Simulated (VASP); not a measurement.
A run of VASP 6.6.1:

File INCAR:

```
  PREC = Accurate
  ENCUT = 520
  EDIFF = 1E-7
  ISMEAR = -1
  SIGMA = 0.05
  LREAL = F
  LASPH = T
  NELM = 150
  ALGO = Normal
  ISIF = 2
  LWAVE = F
  LCHARG = T
  ISPIN = 2
  MAGMOM = 1
  LORBIT = 11
  LMAXMIX = 4
  GGA = CA
  LELF = T
  LVHAR = T
  NBANDS = 15
```

File KPOINTS:

```
Automatic mesh
0
Gamma
  13 13 13
```

File POSCAR:

```
Ni
1.0
    0.0000000000      1.7118467123      1.7118467123
    1.7118467123      0.0000000000      1.7118467123
    1.7118467123      1.7118467123      0.0000000000
Ni
1
Direct
    0.0000000000      0.0000000000      0.0000000000
```

Potentials or basis: VASP PAW LDA potentials, release 64 (Ni).

Run with:

```bash
$ cat potpaw_LDA.64/Ni/POTCAR > POTCAR
$ mpirun -np 1 vasp_std > vasp.out
```

Hardware: 1 thread of Intel Xeon 6975P-C (shared host).

**Question.** How long does it take, and how much memory?

**Answer.** Run time: 19 s on 1 thread of Intel Xeon 6975P-C, with other jobs on the host, peak memory 0.13 GiB. Counts: scf iterations 14, k points 84.
